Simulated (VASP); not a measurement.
A run of VASP 6.6.1:

The input INCAR:

```
SYSTEM = AlH5
PREC = Accurate
ENCUT = 520
EDIFF = 1E-6
ISMEAR = 0
SIGMA = 0.1
LREAL = .False.
LASPH = .True.
NELM = 60
ALGO = Normal
ISIF = 2
LWAVE = .False.
LCHARG = .False.
GGA = PE
NBANDS = 13
```

KPOINTS

```
regular mesh
0
Gamma
  12 12 8
  0 0 0
```

The input POSCAR:

```
AlH5
1.0
    1.7805828823     -3.3785630909      0.0000000000
    1.7805828823      3.3785630909      0.0000000000
    0.0000000000      0.0000000000      4.3849302462
Al H
1 5
Direct
    0.0000000000      0.0000000000      0.0000000000
    0.1533233981      0.8466766019      0.5959064575
    0.8466766019      0.1533233981      0.4040935425
    0.8466766019      0.1533233981      0.5959064575
    0.1533233981      0.8466766019      0.4040935425
    0.5000000000      0.5000000000      0.0000000000
```

Potentials or basis: VASP PAW PBE potentials, release 64 (Al, H).

Command:

```sh
$ cat potpaw_PBE.64/Al/POTCAR potpaw_PBE.64/H/POTCAR > POTCAR
$ mpirun -np 1 vasp_std > vasp.out
```

Hardware: 1 thread of Intel(R) Xeon(R) 6975P-C (Granite Rapids) (shared host).

Q: How long does it take, and how much memory?

A: It took 49 s on 1 thread of Intel(R) Xeon(R) 6975P-C (Granite Rapids) (shared host), peak memory 0.25 GiB. Counts: scf iterations 13, k points 215.
